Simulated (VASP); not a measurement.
Wanted: the native input for a VASP 6.6.1 run.

```
Task                   : single point
Functional             : r2SCAN
Potentials or basis    : VASP PAW PBE potentials, release 64 (Na_pv, H)
Cutoff                 : 520 eV
k mesh                 : 10 × 10 × 10
Occupations            : gaussian, width 0.01 eV
Spin                   : no spin polarisation
Dipole correction      : no
Further INCAR settings : ALGO = Normal; EDIFF = 1e-06; NBANDS = 11
```

The system is NaH.

```xyz
2
Lattice="-0.0379 2.3975 2.3975 2.3975 -0.0379 2.3975 2.3596 2.3596 0.0000" Properties=species:S:1:pos:R:3 pbc="T T T"
Na    0.0000    0.0000    0.0000
H     2.3596    2.3596    2.3975
```

This cell differs from its parent crystal: shear xy strain -3.2%.

One way to write it, as run:

POSCAR

```
NaH
1.0
   -0.0378806941      2.3975122873      2.3975122873
    2.3975122873     -0.0378806941      2.3975122873
    2.3596315931      2.3596315931      0.0000000000
Na H
1 1
Direct
    0.0000000000      0.0000000000      0.0000000000
    0.5000000000      0.5000000000      0.5000000000
```

INCAR.step1

```
SYSTEM = NaH
ALGO = Normal
EDIFF = 1E-4
ENCUT = 520
GGA = PE
ISMEAR = 0
LASPH = .True.
LCHARG = .False.
LREAL = .False.
LWAVE = .True.
NBANDS = 11
NELM = 100
PREC = Accurate
SIGMA = 0.01
```

INCAR.step2

```
SYSTEM = NaH
ALGO = Normal
EDIFF = 1E-6
ENCUT = 520
ISIF = 2
ISMEAR = 0
ISTART = 1
LASPH = .True.
LCHARG = .False.
LMIXTAU = .True.
LREAL = .False.
LWAVE = .False.
METAGGA = R2SCAN
NBANDS = 11
NELM = 100
PREC = Accurate
SIGMA = 0.01
```

KPOINTS

```
k-points
0
Gamma
  10 10 10
  0 0 0
```

Potentials or basis: VASP PAW PBE potentials, release 64 (Na_pv, H).

Command:

```console
$ cat potpaw_PBE.64/Na_pv/POTCAR potpaw_PBE.64/H/POTCAR > POTCAR
$ cp INCAR.step1 INCAR
$ mpirun -np 1 vasp_std > vasp.out
$ cp INCAR.step2 INCAR
$ mpirun -np 1 vasp_std > vasp.out
```

Results of the run:

- Pressure: -0.2 GPa
- Band gap on the k mesh: 4.33 eV, indirect (least direct gap 5.23 eV)

Caveat: the cell differs from its parent crystal (shear xy strain -3.2%); the PAW data sets were made with another functional, which shifts forces and pressure a little.

It took 83 s on 1 thread of Intel(R) Xeon(R) 6975P-C (Granite Rapids) (shared host), peak memory 0.18 GiB.
